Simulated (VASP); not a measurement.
# CaPb3 (Pm-3m) in VASP: a series of runs, part 2 of 2

VASP 6.6.1. Earlier steps stand in the parts before.

**3. Single point, LDA**

This run uses another cell than the first one, of 26.91 Å³/atom.

Input file INCAR:

```
SYSTEM = CaPb3
PREC     = Accurate       ! precision mode
ENCUT    = 520            ! plane-wave cutoff, eV
EDIFF    = 1E-7           ! SCF threshold, eV
ISMEAR   = 1              ! smearing method
SIGMA    = 0.1            ! smearing width, eV
LREAL    = .False.        ! projectors in reciprocal space
LASPH    = .True.         ! aspherical terms in the spheres
NELM     = 80             ! most SCF steps
ALGO     = Normal         ! electronic algorithm
ISIF     = 2              ! what is computed and relaxed
LWAVE    = .False.        ! write WAVECAR
LCHARG   = .False.        ! write CHGCAR
GGA      = CA             ! functional
NBANDS   = 34             ! bands
```

Input file KPOINTS:

```
Automatic mesh
0
Gamma
  5 5 5
  0 0 0
```

Input file POSCAR:

```
CaPb3
1.0
    4.7569319490      0.0000000000      0.0000000000
    0.0000000000      4.7569319490      0.0000000000
    0.0000000000      0.0000000000      4.7569319490
Ca Pb
1 3
Direct
    0.0000000000      0.0000000000      0.0000000000
    0.0000000000      0.5000000000      0.5000000000
    0.5000000000      0.0000000000      0.5000000000
    0.5000000000      0.5000000000      0.0000000000
```

Potentials or basis: VASP PAW LDA potentials, release 64 (Ca_sv, Pb_d).

Launch:

```bash
$ cat potpaw_LDA.64/Ca_sv/POTCAR potpaw_LDA.64/Pb_d/POTCAR > POTCAR
$ mpirun -np 1 vasp_std > vasp.out
```

OUTCAR:

```text
SYSTEM = CaPb3
   PREC = Accurate
   ENCUT = 520
   EDIFF = 1E-7
   ISMEAR = 1
   LREAL = .False.
   LASPH = .True.
   NELM = 80
   ISIF = 2
   GGA = CA

 ion  position               nearest neighbor table
   1  0.000  0.000  0.000-   2 3.36   3 3.36   4 3.36   2 3.36   3 3.36   2 3.36   4 3.36   2 3.36
                             3 3.36   4 3.36   3 3.36   4 3.36
   2  0.000  0.500  0.500-   1 3.36   3 3.36   4 3.36   1 3.36   4 3.36   1 3.36   3 3.36   1 3.36
                             3 3.36   4 3.36   4 3.36   3 3.36
   3  0.500  0.000  0.500-   1 3.36   2 3.36   4 3.36   1 3.36   4 3.36   2 3.36   4 3.36   4 3.36
                             1 3.36   2 3.36   1 3.36   2 3.36
   4  0.500  0.500  0.000-   1 3.36   2 3.36   3 3.36   2 3.36   3 3.36   1 3.36   3 3.36   3 3.36
                             1 3.36   2 3.36   2 3.36   1 3.36

  LATTYP: Found a simple cubic cell.
 ALAT       =     4.7569319490

  Lattice vectors:

 A1 = (   4.7569319490,   0.0000000000,   0.0000000000)
 A2 = (   0.0000000000,   4.7569319490,   0.0000000000)
 A3 = (   0.0000000000,   0.0000000000,   4.7569319490)

Analysis of symmetry for initial positions (statically):
=====================================================================
 Subroutine PRICEL returns:
 Original cell was already a primitive cell.

 Routine SETGRP: Setting up the symmetry group for a
 simple cubic supercell.

 Subroutine GETGRP returns: Found 48 space group operations
 (whereof 48 operations were pure point group operations)
 out of a pool of 48 trial point group operations.

The static configuration has the point symmetry O_h .

Analysis of symmetry for dynamics (positions and initial velocities):
=====================================================================
 Subroutine PRICEL returns:
 Original cell was already a primitive cell.

 Routine SETGRP: Setting up the symmetry group for a
 simple cubic supercell.

 Subroutine GETGRP returns: Found 48 space group operations
 (whereof 48 operations were pure point group operations)
 out of a pool of 48 trial point group operations.

The dynamic configuration has the point symmetry O_h .

 Subroutine INISYM returns: Found 48 space group operations
 (whereof 48 operations are pure point group operations),
 and found     1 'primitive' translations

----------------------------------------------------------------------------------------

                                     Primitive cell

  volume of cell :     107.6418

  direct lattice vectors                    reciprocal lattice vectors
     4.756931949  0.000000000  0.000000000     0.210219530  0.000000000  0.000000000
     0.000000000  4.756931949  0.000000000     0.000000000  0.210219530  0.000000000
     0.000000000  0.000000000  4.756931949     0.000000000  0.000000000  0.210219530

  length of vectors
     4.756931949  4.756931949  4.756931949     0.210219530  0.210219530  0.210219530

  position of ions in fractional coordinates (direct lattice)
     0.000000000  0.000000000  0.000000000
     0.000000000  0.500000000  0.500000000
     0.500000000  0.000000000  0.500000000
     0.500000000  0.500000000  0.000000000

  ion indices of the primitive-cell ions
   primitive index   ion index
                 1           1
                 2           2
                 3           3
[... 30 lines left out ...]
  0.000000  0.000000  0.000000      1.000000
  0.200000  0.000000  0.000000      6.000000
  0.400000  0.000000  0.000000      6.000000
  0.200000  0.200000  0.000000     12.000000
  0.400000  0.200000  0.000000     24.000000
  0.400000  0.400000  0.000000     12.000000
  0.200000  0.200000  0.200000      8.000000
  0.400000  0.200000  0.200000     24.000000
  0.400000  0.400000  0.200000     24.000000
  0.400000  0.400000  0.400000      8.000000
   k-points           NKPTS =     10   k-points in BZ     NKDIM =     10   number of bands    NBANDS=     34
   number of dos      NEDOS =    301   number of ions     NIONS =      4
   total plane-waves  NPLWV =  46656
   dimension x,y,z NGX =    36 NGY =   36 NGZ =   36
   dimension x,y,z NGXF=    72 NGYF=   72 NGZF=   72
   ions per type =               1   3
   NGX,Y,Z   is equivalent  to a cutoff of  12.58, 12.58, 12.58 a.u.
   NGXF,Y,Z  is equivalent  to a cutoff of  25.16, 25.16, 25.16 a.u.
 SYSTEM =  CaPb3
   PREC   = accura    normal or accurate (medium, high low for compatibility)
   ISTART =      0    job   : 0-new  1-cont  2-samecut
   ICHARG =      2    charge: 1-file 2-atom 10-const
   ISPIN  =      1    spin polarized calculation?
   LNONCOLLINEAR =      F non collinear calculations
   LSORBIT =      F    spin-orbit coupling
   LASPH  =      T    aspherical Exc in radial PAW
   ENCUT  =  520.0 eV  38.22 Ry    6.18 a.u.   8.84  8.84  8.84*2*pi/ulx,y,z
   NELM   =     80;   NELMIN=  2; NELMDL= -5     # of ELM steps
   EDIFF  = 0.1E-06   stopping-criterion for ELM
   LREAL  =      F    real-space projection
   EDIFFG = 0.1E-05   stopping-criterion for IOM
   NSW    =      0    number of steps for IOM
   IBRION =     -1    ionic relax: 0-MD 1-quasi-New 2-CG
   NFREE  =      0    steps in history (QN), initial steepest desc. (CG)
   ISIF   =      2    stress and relaxation
   ISYM   =      2    0-nonsym 1-usesym 2-fastsym
   POTIM  = 0.5000    time-step for ionic-motion
   TEBEG  =    0.0;   TEEND  =   0.0 temperature during run
   PSTRESS=    0.0 pullay stress
   NELECT =      52.0000    total number of electrons
   NUPDOWN=      -1.0000    fix difference up-down
   EMIN   =  10.00;   EMAX   =-10.00  energy-range for DOS
   EFERMI =   0.00;   METHOD = LEGACY
   ISMEAR =     1;   SIGMA  =   0.10  broadening in eV -4-tet -1-fermi 0-gaus
   EFERMI_NEDOS =   21; number of points for ismear=-14 and -15
   IALGO  =     38    algorithm
   IMIX   =      4    mixing-type and parameters
     AMIX     =   0.40;   BMIX     =  1.00
     AMIX_MAG =   1.60;   BMIX_MAG =  1.00
  volume/ion in A,a.u.               =      26.91       181.60
  Fermi-wavevector in a.u.,A,eV,Ry     =   1.284544  2.427436 22.450340  1.650053
  Thomas-Fermi vector in A             =   2.416731
   LORBIT       =      0    0 simple, 1 ext, 2 COOP (PROOUT), +10 PAW based schemes
   GGA     = CA    functional components
   LHFCALC =     F    Hartree Fock is set to
   AEXX    =    0.0000 exact exchange contribution
   IVDW    =     0    specifies the selected vdW correction
   LEPSILON=     F    determine dielectric tensor
   LRPA    =     F    only Hartree local field effects (RPA)
 non-spin polarized calculation
 Methfessel and Paxton  Order N= 1 SIGMA  =   0.10
  energy-cutoff  :      520.00
  volume of cell :      107.64
 maximum number of plane-waves:      2945
 NGX is ok and might be reduce to    36
   NGX = 17   NGY = 17   NGZ = 17

 number of electron      51.9999995 magnetization

 Free energy of the ion-electron system (eV)
  ---------------------------------------------------
  ext. energy  EPLUGINS =         0.00000000
  ---------------------------------------------------
  free energy    TOTEN  =       -16.37827263 eV

  energy without entropy =      -16.37567068  energy(sigma->0) =      -16.37740531

 E-fermi :   7.1806     XC(G=0): -10.6610

 val. band max:        7.1534932360   @ k =   0.4000   0.2000   0.2000
 cond. band min:       7.2168015476   @ k =   0.4000   0.2000   0.0000
 fundamental gap:      0.0633083116
 Fermi energy:         7.1806336168

 k-point     1 :       0.0000    0.0000    0.0000
  band No.  band energies     occupation
      1     -33.5544      2.00000
      2     -14.9071      2.00000
      3     -14.9071      2.00000
      4     -14.9071      2.00000
      5      -9.9441      2.00000
      6      -9.9441      2.00000
[... 359 lines left out ...]
     33      12.5677      0.00000
     34      12.5682      0.00000

------------------------ aborting loop because EDIFF is reached ----------------------------------------

  FORCE on cell =-STRESS in cart. coord.  units (eV):
  Direction    XX          YY          ZZ          XY          YZ          ZX
  --------------------------------------------------------------------------------------
  -------------------------------------------------------------------------------------
  Total        1.2445241      1.2445241      1.2445241      0.0000000      0.0000000      0.0000000
  in kB       18.5239284     18.5239284     18.5239284      0.0000000      0.0000000      0.0000000
  external PRESSURE =      18.5239284 kB  Pullay stress =       0.0000000 kB

 VOLUME and BASIS-vectors are now :
 -----------------------------------------------------------------------------
  energy-cutoff  :      520.00
  volume of cell :      107.64
      direct lattice vectors                 reciprocal lattice vectors
     4.756931949  0.000000000  0.000000000     0.210219530  0.000000000  0.000000000
     0.000000000  4.756931949  0.000000000     0.000000000  0.210219530  0.000000000
     0.000000000  0.000000000  4.756931949     0.000000000  0.000000000  0.210219530

 POSITION                                       TOTAL-FORCE (eV/Angst)
 -----------------------------------------------------------------------------------
      0.00000      0.00000      0.00000         0.000000      0.000000      0.000000
      0.00000      2.37847      2.37847         0.000000      0.000000      0.000000
      2.37847      0.00000      2.37847         0.000000      0.000000      0.000000
      2.37847      2.37847      0.00000         0.000000      0.000000      0.000000
 -----------------------------------------------------------------------------------
    total drift:                                0.000000      0.000000      0.000000

  FREE ENERGIE OF THE ION-ELECTRON SYSTEM (eV)
  ---------------------------------------------------
  free  energy   TOTEN  =       -16.3782726296 eV

  energy  without entropy=      -16.3756706835  energy(sigma->0) =      -16.37740531
```

Wall time 12 s (1 thread of Intel Xeon 6975P-C (Granite Rapids), shared host); peak memory 0.18 GiB.

Results:

* Free energy: -16.3783 eV
* Pressure: 1.9 GPa
* Band gap on the k mesh: zero (bands 26 and 27 overlap by 2.26 eV)

Caveat: spin-orbit coupling is left out, which moves the levels of the heavy elements.
